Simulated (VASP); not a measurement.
# TiAl3: single point with r2SCAN

The system is TiAl3.

```
Ti Al
1.0
     3.75242    0.00000    0.00000
     0.00000    3.75242    0.00000
     0.00000    0.00000    3.75242
Ti Al
1 3
Cartesian
  0.0000 0.0000 0.0000
  1.8762 1.8762 0.0000
  1.8762 0.0000 1.8762
  0.0000 1.8762 1.8762
```

| Item | Value |
| --- | --- |
| Program | VASP 6.6.1 |
| Task | single point |
| Functional | r2SCAN |
| Potentials or basis | VASP PAW PBE potentials, release 64 (Ti_sv, Al) |
| Cutoff | 520 eV |
| k mesh | 12 × 12 × 12 |
| Occupations | gaussian, width 0.1 eV |
| Spin | no spin polarisation |
| Dipole correction | no |
| Further INCAR settings | ALGO = Normal; EDIFF = 1e-07; NBANDS = 18 |

```json
{
 "Pressure": "24.9 GPa",
 "Band gap on the k mesh": "zero (an odd number of electrons rules out a gap without spin polarisation)"
}
```

Levels at points of the mesh, in eV from the Fermi level:
| k point | band 7 | band 8 | band 9 | band 10 | band 11 | band 12 | band 13 | band 14 |
| --- | --- | --- | --- | --- | --- | --- | --- | --- |
| (0.00, 0.00, 0.00) | -3.61 | -2.48 | -2.48 | -2.48 | 0.10 | 0.10 | 0.10 | 0.50 |
| (0.50, 0.00, 0.00) | -2.79 | -2.79 | -2.77 | 0.46 | 0.83 | 0.89 | 0.89 | 1.46 |
| (0.50, 0.50, 0.00) | -6.87 | -5.91 | -1.59 | -1.59 | 0.71 | 1.12 | 1.33 | 1.71 |
| (0.50, 0.50, 0.50) | -5.79 | -5.79 | -4.10 | -4.10 | -4.10 | 0.53 | 1.77 | 1.77 |

Run time: 6.9 min on 1 thread of AMD EPYC 7R13, with other jobs on the host, peak memory 0.19 GiB.

Caveat: the cell stands under pressure; the PAW data sets were made with another functional, which shifts forces and pressure a little.
